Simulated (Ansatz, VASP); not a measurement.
## One calculation of MoS2, two programs

```
Mo S
1.0
     3.14143    0.00000    0.00000
    -1.57072    2.72056    0.00000
     0.00000    0.00000   12.57882
Mo S
2 4
Direct
  0.39077 0.78153 0.25000
  0.72410 0.44820 0.75000
  0.33333 0.66667 0.62605
  0.66667 0.33333 0.12605
  0.33333 0.66667 0.87395
  0.66667 0.33333 0.37395
```

Change from the starting cell: all Mo atoms moved +0.312 Å, as atom 1 along Cartesian [0 1 0].

Alike in both runs: task single point; functional PBEsol; k mesh 12 × 12 × 2; occupations gaussian, width 0.05 eV; no spin polarisation.

|  | VASP | Ansatz |
| --- | --- | --- |
| version | VASP 6.6.1 | Ansatz 0.2.0 |
| potentials or method | VASP PAW PBE potentials, release 64 (Mo_sv, S), cutoff 520 eV | scalar-relativistic, plane waves, PAW |
| valence electrons in the cell | 52 | 52 |

```tsv
	VASP	Ansatz	Ansatz less VASP
gap on the k mesh at the Fermi level (eV)	0.64	0.64	+0.002
least direct gap on the mesh (eV)	0.79	0.78	-0.008
pressure (GPa)	6.2	6.3	+0.06
traceless stress, the component that is largest in VASP (GPa)	4.26	4.29	+0.032
rms of the force components (eV/Å)	2.528	2.530	+0.0022
```

VASP's potentials were made for PBE, not for PBEsol. Atom by atom the forces differ by 0.004 eV/Å (rms over components).
